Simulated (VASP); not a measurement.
Wanted: the native input for a VASP 6.6.1 run.

```yaml
Task: single point
Functional: LDA
Potentials_or_basis: VASP PAW LDA potentials, release 64 (Ti_sv)
Cutoff: 520 eV
k_mesh: 22 × 22 × 22
Occupations: gaussian, width 0.15 eV
Spin: no spin polarisation
Dipole_correction: no
Further_INCAR_settings: ALGO = Fast; EDIFF = 1e-06; NBANDS = 12
```

The structure of Ti lies in POSCAR:

```
Ti
1.0
    0.0000000000      2.2174547549      1.6282770265
    2.2174547549      0.0000000000      1.6282770265
    2.2174547549      2.2174547549      0.0000000000
Ti
1
Direct
    0.0000000000      0.0000000000      0.0000000000
```

One way to write it, as run:

INCAR

```
SYSTEM = Ti
PREC = Accurate
ENCUT = 520
EDIFF = 1E-6
ISMEAR = 0
SIGMA = 0.15
LREAL = .FALSE.
LASPH = .TRUE.
NELM = 100
ALGO = Fast
ISIF = 2
LWAVE = .FALSE.
LCHARG = .FALSE.
NBANDS = 12
```

KPOINTS

```
Automatic mesh
0
G
  22 22 22
  0 0 0
```

Potentials or basis: VASP PAW LDA potentials, release 64 (Ti_sv).

Launch:

```bash
$ cat potpaw_LDA.64/Ti_sv/POTCAR > POTCAR
$ mpirun -np 1 vasp_std > vasp.out
```

It gave:

The pressure is -1.0 GPa. The band gap on the k mesh is zero (bands 6 and 7 overlap by 1.62 eV).

It took 2.8 min on 1 thread of Intel(R) Xeon(R) Platinum 8375C CPU @ 2.90GHz (Ice Lake), on a shared host, peak memory 0.26 GiB.
